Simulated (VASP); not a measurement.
## Ge3Os: single point with PBE

The system is Ge3Os.

```xyz
4
Lattice="-2.7805 2.7805 2.7805 2.7805 -2.7805 2.7805 2.7805 2.7805 -2.7805" Properties=species:S:1:pos:R:3 pbc="T T T"
Ge    2.7805    0.0000    0.0000
Ge    0.0000    2.7805    0.0000
Ge    0.0000    0.0000    2.7805
Os    0.0000    0.0000    0.0000
```

The cell was built from a structure type or drawn by symmetry, and may not be a known phase.

* Program: VASP 6.6.1
* Task: single point
* Functional: PBE
* Potentials or basis: VASP PAW PBE potentials, release 64 (Ge_d, Os)
* Cutoff: 520 eV
* k mesh: 4 × 4 × 4
* Occupations: gaussian, width 0.1 eV
* Spin: no spin polarisation

| Quantity | Value |
| --- | --- |
| Pressure | -14.8 GPa |
| Band gap on the k mesh | zero (bands 25 and 26 overlap by 1.59 eV) |

Levels at points of the mesh, in eV from the Fermi level:
| k point | band 21 | band 22 | band 23 | band 24 | band 25 | band 26 | band 27 | band 28 |
| --- | --- | --- | --- | --- | --- | --- | --- | --- |
| (0.00, 0.00, 0.00) | -2.13 | -1.32 | -1.32 | -1.32 | 0.12 | 0.12 | 0.12 | 0.35 |
| (0.50, 0.00, 0.00) | -2.57 | -1.20 | -0.85 | -0.65 | 0.40 | 0.51 | 1.68 | 1.70 |
| (0.50, 0.50, 0.50) | -4.13 | -0.72 | -0.72 | -0.72 | 0.12 | 0.12 | 1.89 | 1.89 |

Wall time 44 s on 1 thread of Intel(R) Xeon(R) Platinum 8259CL CPU @ 2.50GHz (Skylake/Cascade Lake), with other jobs on the host, peak memory 0.21 GiB.

Caveat: the k points lie up to 0.40 Å⁻¹ apart, too coarse for converged energies and pressures of a metal; spin-orbit coupling is left out, which moves the levels of the heavy elements.
